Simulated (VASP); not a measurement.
# W (Im-3m) in VASP: further runs

Runs on W. Level: PBEsol. Tasks: single point, relaxation of cell and atoms.

All numbers are computed with VASP 6.6.1; they aren't measurements. Logs are shortened: lines on timing, memory, paths and dates and some standing lists are left out, and cuts for length are marked.

## 1. The cell of the first run

The structure is cubic, space group Im-3m (No. 229). Conventional cell: a = 3.154 Å, b = 3.154 Å, c = 3.154 Å, α = 90.00°, β = 90.00°, γ = 90.00°. Within 3.6 Å of W (site symmetry m-3m) lie 14 W at 2.73 to 3.15 Å.

## 2. Single point, PBEsol

INCAR

```
  PREC = Accurate
  ENCUT = 520
  EDIFF = 1E-6
  ISMEAR = 0
  SIGMA = 0.1
  LREAL = False
  LASPH = True
  NELM = 80
  ALGO = Normal
  ISIF = 2
  LWAVE = False
  LCHARG = False
  GGA = PS
  NBANDS = 13
```

KPOINTS

```
regular mesh
0
Gamma
  18 18 18
```

POSCAR

```
W
1.0
   -1.5771737541      1.5771737541      1.5771737541
    1.5771737541     -1.5771737541      1.5771737541
    1.5771737541      1.5771737541     -1.5771737541
W
1
Direct
    0.0000000000      0.0000000000      0.0000000000
```

Potentials or basis: VASP PAW PBE potentials, release 64 (W_sv).

Started as:

```console
> cat potpaw_PBE.64/W_sv/POTCAR > POTCAR
> mpirun -np 1 vasp_std > vasp.out
```

OUTCAR:

```text
PREC = Accurate
   ENCUT = 520
   EDIFF = 1E-6
   ISMEAR = 0
   LREAL = False
   LASPH = True
   NELM = 80
   ISIF = 2
   GGA = PS

 ion  position               nearest neighbor table
   1  0.000  0.000  0.000-

  LATTYP: Found a body centered cubic cell.
 ALAT       =     3.1543475082

  Lattice vectors:

 A1 = (  -1.5771737541,   1.5771737541,   1.5771737541)
 A2 = (   1.5771737541,  -1.5771737541,   1.5771737541)
 A3 = (   1.5771737541,   1.5771737541,  -1.5771737541)

Analysis of symmetry for initial positions (statically):
=====================================================================
 Subroutine PRICEL returns:
 Original cell was already a primitive cell.

 Routine SETGRP: Setting up the symmetry group for a
 body centered cubic supercell.

 Subroutine GETGRP returns: Found 48 space group operations
 (whereof 48 operations were pure point group operations)
 out of a pool of 48 trial point group operations.

The static configuration has the point symmetry O_h .

Analysis of symmetry for dynamics (positions and initial velocities):
=====================================================================
 Subroutine PRICEL returns:
 Original cell was already a primitive cell.

 Routine SETGRP: Setting up the symmetry group for a
 body centered cubic supercell.

 Subroutine GETGRP returns: Found 48 space group operations
 (whereof 48 operations were pure point group operations)
 out of a pool of 48 trial point group operations.

The dynamic configuration has the point symmetry O_h .

 Subroutine INISYM returns: Found 48 space group operations
 (whereof 48 operations are pure point group operations),
 and found     1 'primitive' translations

----------------------------------------------------------------------------------------

                                     Primitive cell

  volume of cell :      15.6927

  direct lattice vectors                    reciprocal lattice vectors
    -1.577173754  1.577173754  1.577173754     0.000000000  0.317022775  0.317022775
     1.577173754 -1.577173754  1.577173754     0.317022775  0.000000000  0.317022775
     1.577173754  1.577173754 -1.577173754     0.317022775  0.317022775  0.000000000

  length of vectors
     2.731745074  2.731745074  2.731745074     0.448337908  0.448337908  0.448337908

  position of ions in fractional coordinates (direct lattice)
     0.000000000  0.000000000  0.000000000

  ion indices of the primitive-cell ions
   primitive index   ion index
                 1           1

----------------------------------------------------------------------------------------

 KPOINTS: regular mesh

Automatic generation of k-mesh.
 Grid dimensions read from file:
 generate k-points for:   18   18   18

 Generating k-lattice:

  Cartesian coordinates                     Fractional coordinates (reciprocal lattice)
     0.000000000  0.017612376  0.017612376     0.055555556  0.000000000  0.000000000
     0.017612376  0.000000000  0.017612376     0.000000000  0.055555556  0.000000000
     0.017612376  0.017612376  0.000000000     0.000000000  0.000000000  0.055555556

  Length of vectors
     0.024907662  0.024907662  0.024907662

  Shift w.r.t. Gamma in fractional coordinates (k-lattice)
     0.000000000  0.000000000  0.000000000

 Subroutine IBZKPT returns following result:
 ===========================================

 Found    195 irreducible k-points:

 Following reciprocal coordinates:
            Coordinates               Weight
  0.000000  0.000000  0.000000      1.000000
  0.055556  0.000000  0.000000     12.000000
  0.111111  0.000000  0.000000     12.000000
  0.166667  0.000000  0.000000     12.000000
  0.222222  0.000000  0.000000     12.000000
  0.277778  0.000000  0.000000     12.000000
[... 16 lines left out ...]
  0.333333  0.111111  0.000000     48.000000
  0.388889  0.111111  0.000000     48.000000
 [... further k-points ...]
   k-points           NKPTS =    195   k-points in BZ     NKDIM =    195   number of bands    NBANDS=     13
   number of dos      NEDOS =    301   number of ions     NIONS =      1
   total plane-waves  NPLWV =   8000
   dimension x,y,z NGX =    20 NGY =   20 NGZ =   20
   dimension x,y,z NGXF=    40 NGYF=   40 NGZF=   40
   ions per type =               1
   NGX,Y,Z   is equivalent  to a cutoff of  12.17, 12.17, 12.17 a.u.
   NGXF,Y,Z  is equivalent  to a cutoff of  24.34, 24.34, 24.34 a.u.
 SYSTEM =  unknown system
   PREC   = accura    normal or accurate (medium, high low for compatibility)
   ISTART =      0    job   : 0-new  1-cont  2-samecut
   ICHARG =      2    charge: 1-file 2-atom 10-const
   ISPIN  =      1    spin polarized calculation?
   LNONCOLLINEAR =      F non collinear calculations
   LSORBIT =      F    spin-orbit coupling
   LASPH  =      T    aspherical Exc in radial PAW
   ENCUT  =  520.0 eV  38.22 Ry    6.18 a.u.   5.08  5.08  5.08*2*pi/ulx,y,z
   NELM   =     80;   NELMIN=  2; NELMDL= -5     # of ELM steps
   EDIFF  = 0.1E-05   stopping-criterion for ELM
   LREAL  =      F    real-space projection
   EDIFFG = 0.1E-04   stopping-criterion for IOM
   NSW    =      0    number of steps for IOM
   IBRION =     -1    ionic relax: 0-MD 1-quasi-New 2-CG
   NFREE  =      0    steps in history (QN), initial steepest desc. (CG)
   ISIF   =      2    stress and relaxation
   ISYM   =      2    0-nonsym 1-usesym 2-fastsym
   POTIM  = 0.5000    time-step for ionic-motion
   TEBEG  =    0.0;   TEEND  =   0.0 temperature during run
   PSTRESS=    0.0 pullay stress
   NELECT =      14.0000    total number of electrons
   NUPDOWN=      -1.0000    fix difference up-down
   EMIN   =  10.00;   EMAX   =-10.00  energy-range for DOS
   EFERMI =   0.00;   METHOD = LEGACY
   ISMEAR =     0;   SIGMA  =   0.10  broadening in eV -4-tet -1-fermi 0-gaus
   EFERMI_NEDOS =   21; number of points for ismear=-14 and -15
   IALGO  =     38    algorithm
   IMIX   =      4    mixing-type and parameters
     AMIX     =   0.40;   BMIX     =  1.00
     AMIX_MAG =   1.60;   BMIX_MAG =  1.00
  volume/ion in A,a.u.               =      15.69       105.90
  Fermi-wavevector in a.u.,A,eV,Ry     =   1.575982  2.978174 33.793060  2.483720
  Thomas-Fermi vector in A             =   2.676884
   LORBIT       =      0    0 simple, 1 ext, 2 COOP (PROOUT), +10 PAW based schemes
   GGA     = PS    functional components
   LHFCALC =     F    Hartree Fock is set to
   AEXX    =    0.0000 exact exchange contribution
   IVDW    =     0    specifies the selected vdW correction
   LEPSILON=     F    determine dielectric tensor
   LRPA    =     F    only Hartree local field effects (RPA)
 non-spin polarized calculation
 Gauss-broadening in eV      SIGMA  =   0.10
  energy-cutoff  :      520.00
  volume of cell :       15.69
 maximum number of plane-waves:       434
   NGX = 11   NGY = 11   NGZ = 11

 number of electron      14.0000005 magnetization

 Free energy of the ion-electron system (eV)
  ---------------------------------------------------
  ext. energy  EPLUGINS =         0.00000000
  ---------------------------------------------------
  free energy    TOTEN  =       -13.80151834 eV

  energy without entropy =      -13.79808510  energy(sigma->0) =      -13.79980172

 E-fermi :  11.4129     XC(G=0): -13.8180

 val. band max:       11.4043940985   @ k =  -0.1667   0.1667   0.0556
 cond. band min:      11.4137918847   @ k =  -0.2778   0.3333   0.2222
 fundamental gap:      0.0093977863
 Fermi energy:        11.4129090053

 k-point     1 :       0.0000    0.0000    0.0000
  band No.  band energies     occupation
      1     -62.7099      2.00000
      2     -26.2527      2.00000
      3     -26.2527      2.00000
      4     -26.2527      2.00000
      5       1.7119      2.00000
      6      10.1702      2.00000
      7      10.1702      2.00000
      8      10.1702      2.00000
      9      13.6814      0.00000
     10      13.6814      0.00000
     11      25.9853      0.00000
     12      25.9853      0.00000
     13      25.9853      0.00000

 k-point     2 :       0.0556    0.0000    0.0000
  band No.  band energies     occupation
      1     -62.7057      2.00000
      2     -26.2965      2.00000
      3     -26.2663      2.00000
      4     -26.2529      2.00000
      5       1.8641      2.00000
      6      10.0769      2.00000
      7      10.1496      2.00000
      8      10.3169      2.00000
      9      13.5302      0.00000
     10      13.6821      0.00000
     11      26.1169      0.00000
     12      26.2435      0.00000
     13      26.3650      0.00000

 k-point     3 :       0.1111    0.0000    0.0000
  band No.  band energies     occupation
      1     -62.6935      2.00000
      2     -26.4213      2.00000
      3     -26.3052      2.00000
      4     -26.2536      2.00000
      5       2.3032      2.00000
      6       9.8196      2.00000
      7      10.0599      2.00000
      8      10.7523      2.00000
      9      13.2078      0.00000
     10      13.6918      0.00000
     11      26.4489      0.00000
     12      26.9943      0.00000
     13      27.3367      0.00000
[... 305 lines left out ...]
 k-point    23 :       0.3333    0.1111    0.0000
  band No.  band energies     occupation
      1     -62.5804      2.00000
      2     -27.4164      2.00000
      3     -26.6781      2.00000
      4     -26.3183      2.00000
      5       5.5249      2.00000
      6       8.0989      2.00000
      7      10.1068      2.00000
      8      13.3781      0.00000
      9      14.5758      0.00000
     10      16.8918      0.00000
     11      23.5601      0.00000
     12      24.8773      0.00000
     13      29.4233      0.00000

 k-point    24 :       0.3889    0.1111    0.0000
  band No.  band energies     occupation
      1     -62.5688      2.00000
      2     -27.5079      2.00000
      3     -26.7233      2.00000
      4     -26.3199      2.00000
      5       5.5135      2.00000
      6       7.9557      2.00000
      7      10.8526      2.00000
      8      13.4624      0.00000
      9      14.8140      0.00000
     10      17.9568      0.00000
     11      22.4754      0.00000
     12      24.0564      0.00000
     13      28.3955      0.00000

 [... further k-points ...]
[... 5 lines left out ...]
  --------------------------------------------------------------------------------------
  -------------------------------------------------------------------------------------
  Total        0.0631742      0.0631742      0.0631742      0.0000000      0.0000000     -0.0000000
  in kB        6.4498853      6.4498853      6.4498853      0.0000000      0.0000000     -0.0000000
  external PRESSURE =       6.4498853 kB  Pullay stress =       0.0000000 kB

 VOLUME and BASIS-vectors are now :
 -----------------------------------------------------------------------------
  energy-cutoff  :      520.00
  volume of cell :       15.69
      direct lattice vectors                 reciprocal lattice vectors
    -1.577173754  1.577173754  1.577173754     0.000000000  0.317022775  0.317022775
     1.577173754 -1.577173754  1.577173754     0.317022775  0.000000000  0.317022775
     1.577173754  1.577173754 -1.577173754     0.317022775  0.317022775  0.000000000

 POSITION                                       TOTAL-FORCE (eV/Angst)
 -----------------------------------------------------------------------------------
      0.00000      0.00000      0.00000         0.000000      0.000000      0.000000
 -----------------------------------------------------------------------------------
    total drift:                                0.000000     -0.000000     -0.000000

  FREE ENERGIE OF THE ION-ELECTRON SYSTEM (eV)
  ---------------------------------------------------
  free  energy   TOTEN  =       -13.8015183429 eV

  energy  without entropy=      -13.7980850995  energy(sigma->0) =      -13.79980172
```

It took 12 s on 1 thread of AMD EPYC 9R45 (Zen 5), shared host; peak memory 0.12 GiB.

What came out:

- Free energy: -13.8015 eV
- Pressure: 0.6 GPa
- Band gap on the k mesh: zero (band 7 reaches 16.67 eV, above the bottom of band 8 at 10.17 eV)

Caveat: the PAW data sets were made with another functional, which shifts forces and pressure a little; spin-orbit coupling is left out, which moves the levels of the heavy elements.

## 3. Single point, PBEsol

INCAR

```
PREC = Accurate ; ENCUT = 520
EDIFF = 1E-7 ; ISMEAR = -1
SIGMA = 0.15 ; LREAL = F
LASPH = T ; NELM = 80
ALGO = Normal ; ISIF = 2
LWAVE = F ; LCHARG = F
GGA = PS ; NBANDS = 13
```

KPOINTS

```
regular mesh
0
Gamma
  20 20 20
```

POSCAR

```
W
1.0
   -1.5771083340      1.5771083340      1.5771083340
    1.5771083340     -1.5771083340      1.5771083340
    1.5771083340      1.5771083340     -1.5771083340
W
1
Direct
    0.0000000000      0.0000000000      0.0000000000
```

Potentials or basis: VASP PAW PBE potentials, release 64 (W_sv).

Started as:

```console
> cat potpaw_PBE.64/W_sv/POTCAR > POTCAR
> mpirun -np 1 vasp_std > vasp.out
```

It took 19 s on 1 thread of AMD EPYC 9R45 (Zen 5), shared host; peak memory 0.13 GiB.

The run converged. Its results:

```yaml
Free_energy: -13.8238 eV
Pressure: 0.7 GPa
Band_gap_on_the_k_mesh: zero (band 7 reaches 16.68 eV, above the bottom of band 8 at 10.17 eV)
```

Levels at points of the mesh, in eV from the Fermi level:
```tsv
k point	band 3	band 4	band 5	band 6	band 7	band 8	band 9	band 10	band 11	band 12
(0.00, 0.00, 0.00)	-37.67	-37.67	-9.71	-1.25	-1.25	-1.25	2.27	2.27	14.57	14.57
(0.50, 0.00, 0.00)	-38.10	-37.68	-6.35	-3.62	0.74	2.17	3.16	6.26	11.24	11.53
(0.50, 0.50, 0.50)	-38.61	-38.61	-5.93	-5.93	5.26	5.26	5.26	8.34	8.34	8.34
```

Caveat: the PAW data sets were made with another functional, which shifts forces and pressure a little; spin-orbit coupling is left out, which moves the levels of the heavy elements.

## 4. Relaxation of cell and atoms, PBEsol

INCAR

```
PREC = Accurate
ENCUT = 600
EDIFF = 1E-6
ISMEAR = -1
SIGMA = 0.15
LREAL = F
LASPH = T
NELM = 80
ALGO = Normal
ISIF = 3
LWAVE = F
LCHARG = F
GGA = PS
IBRION = 2
NSW = 80
EDIFFG = -0.001
```

KPOINTS is that of step 3.

POSCAR

```
W
1.0
   -1.5771737541      1.5771737541      1.5771737541
    1.5771737541     -1.5771737541      1.5771737541
    1.5771737541      1.5771737541     -1.5771737541
W
1
Direct
    0.0000000000      0.0000000000      0.0000000000
```

Started as:

```console
> cat potpaw_PBE.64/W_sv/POTCAR > POTCAR
> mpirun -np 1 vasp_std > vasp.out
```

Run time: 51 s. Hardware: 1 thread of AMD EPYC 9R45 (Zen 5), shared host; peak memory 0.16 GiB.

It converged, with:

```
Free energy                            : -13.8240 eV
Relaxed volume                         : 15.72 Å³/atom
Relaxed cell                           : a = 2.734 Å, b = 2.734 Å, c = 2.734 Å, α = 109.47°, β = 109.47°, γ = 109.47°
Space group after relaxing (to 0.05 Å) : Im-3m (No. 229)
Energy gained by relaxing              : 0.1 meV/atom
Ionic steps                            : 3
Pressure after relaxing                : 0.0 GPa
Band gap on the k mesh                 : zero (band 7 reaches 16.63 eV, above the bottom of band 8 at 10.14 eV)
```

Final structure:
```
CELL_PARAMETERS angstrom
-1.57825 1.57825 1.57825
1.57825 -1.57825 1.57825
1.57825 1.57825 -1.57825
ATOMIC_POSITIONS crystal
W 0.00000 0.00000 0.00000
```

Levels at points of the mesh, in eV from the Fermi level:
| k point | band 3 | band 4 | band 5 | band 6 | band 7 | band 8 | band 9 | band 10 | band 11 |
| --- | --- | --- | --- | --- | --- | --- | --- | --- | --- |
| (0.00, 0.00, 0.00) | -37.68 | -37.68 | -9.69 | -1.24 | -1.24 | -1.24 | 2.26 | 2.26 | 14.56 |
| (0.50, 0.00, 0.00) | -38.11 | -37.68 | -6.34 | -3.61 | 0.73 | 2.16 | 3.15 | 6.24 | 11.21 |
| (0.50, 0.50, 0.50) | -38.60 | -38.60 | -5.91 | -5.91 | 5.24 | 5.24 | 5.24 | 8.32 | 8.32 |

Caveat: the PAW data sets were made with another functional, which shifts forces and pressure a little; spin-orbit coupling is left out, which moves the levels of the heavy elements.

## 5. The runs side by side

| task | cell | k mesh | cutoff (eV) | smearing | gap on the mesh (eV) | pressure (GPa) |
| --- | --- | --- | --- | --- | --- | --- |
| single point | as given | 18 × 18 × 18 | 520 | gaussian 0.1 eV | none | 0.6 |
| single point | as given | 20 × 20 × 20 | 520 | fermi-dirac 0.15 eV | none | 0.7 |
| relaxation of cell and atoms | relaxed | 20 × 20 × 20 | 600 | fermi-dirac 0.15 eV | none | 0.0 |

Alike in all rows: level PBEsol; potentials or basis VASP PAW PBE potentials, release 64 (W_sv); no spin polarisation.

Caveats: the PAW data sets were made with another functional, which shifts forces and pressure a little; spin-orbit coupling is left out, which moves the levels of the heavy elements.

Total energies depend on the potentials used, so only differences within one code and one set of settings carry meaning.
